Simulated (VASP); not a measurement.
Runs of VASP 6.6.1 on NiO. The structure is that of space group Fm-3m (No. 225), or close to it. The cells are those of the table. 

```csv
task,spin,cell,gap on the mesh (eV),pressure (GPa),moment (μB)
single point,"collinear, antiferromagnetic start","a = 5.044 Å, angles 33.8°, 4 atoms",0.93,8.5,0.00
single point,"collinear, antiferromagnetic start","a = 5.081 Å, angles 33.8°, 4 atoms",0.93,3.9,0.00
single point,"collinear, ferromagnetic start","a = 5.165 Å, angles 33.6°, 4 atoms",(a),-0.3,(b)
electric field gradients,"collinear, antiferromagnetic start","a = 5.116 Å, angles 33.8°, 4 atoms",0.93,-0.1,0.00
```

Alike in all rows: level PBE; potentials or basis VASP PAW PBE potentials, release 64 (Ni, O); k mesh 10 × 10 × 10; cutoff (eV) 520; smearing gaussian 0.05 eV.

Question: Estimate the missing entries.

Answer: (a) none; (b) 3.58.

Caveats: semilocal functionals often make such compounds metallic where correlation or magnetic order opens a gap, which also shifts bond lengths (some runs).

A k mesh can miss the band edges.
